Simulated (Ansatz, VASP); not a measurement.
One calculation of Ta, two programs

Contents of INCAR:

```
SYSTEM = Ta
ALGO = Normal
EDIFF = 1E-7
ENCUT = 520
ISIF = 2
ISMEAR = -1
LASPH = .TRUE.
LCHARG = .FALSE.
LREAL = .FALSE.
LWAVE = .FALSE.
NBANDS = 18
NELM = 100
PREC = Accurate
SIGMA = 0.1
```

The input KPOINTS:

```
k-points
0
G
  15 15 14
  0 0 0
```

File POSCAR:

```
Ta
1.0
   -3.3939288329      3.3957091809      1.3802336357
    3.3957091809     -3.3939288329      1.3802336357
    1.7979923222      1.7979923222     -1.3769729251
Ta
2
Direct
    0.9999894505      0.0000105495      1.0000000000
    0.7500105495      0.2499894505      0.5000000000
```

Input for Ansatz:

```yaml
crystal:
  lattice:
    - [-3.3939288329, 3.3957091809, 1.3802336357]
    - [3.3957091809, -3.3939288329, 1.3802336357]
    - [1.7979923222, 1.7979923222, -1.3769729251]
  atoms:
    - { symbol: Ta, position: [0.9999894505, 1.05495e-05, 1.0] }
    - { symbol: Ta, position: [0.7500105495, 0.2499894505, 0.5] }
hamiltonian:
  xc: lda
  pseudopotentials:
    kind: paw
    azcp:
      Ta: "pseudopotentials/Ta.paw.azcp"
basis:
  ecutwfc: 420
  fft_grid_basis: typed
kpoints:
  mp_grid: { grid: [15, 15, 14], shift: [0, 0, 0] }
magnetization:
  spin_polarized: false
scf:
  occupations: { method: fermi_dirac, width: 0.1 }
  lower_state_search: "off"
output:
  stress: true
```

Alike in both runs: task single point; functional LDA; k mesh 15 × 15 × 14; occupations fermi-dirac, width 0.1 eV; no spin polarisation.

|  | VASP | Ansatz |
| --- | --- | --- |
| version | VASP 6.6.1 | Ansatz 0.2.0 |
| potentials or method | VASP PAW LDA potentials, release 64 (Ta_pv), cutoff 520 eV | plane waves (420 eV) with PAW, scalar-relativistic |
| valence electrons in the cell | 22 | 26 |

```csv
,VASP,Ansatz,Ansatz less VASP
pressure (GPa),10.2,9.2,-0.95
"traceless stress, the component that is largest in VASP (GPa)",-0.63,-0.55,+0.084
```

Ansatz warns that its potentials were made for another functional, while VASP's fit it. LDA's correlation is that of Perdew and Zunger in VASP and of Perdew and Wang (1992) in Ansatz. VASP's potentials hold 22 valence electrons a cell and Ansatz's 26, so a difference there can come from the potentials and not from the codes.

Spin-orbit coupling is off throughout.
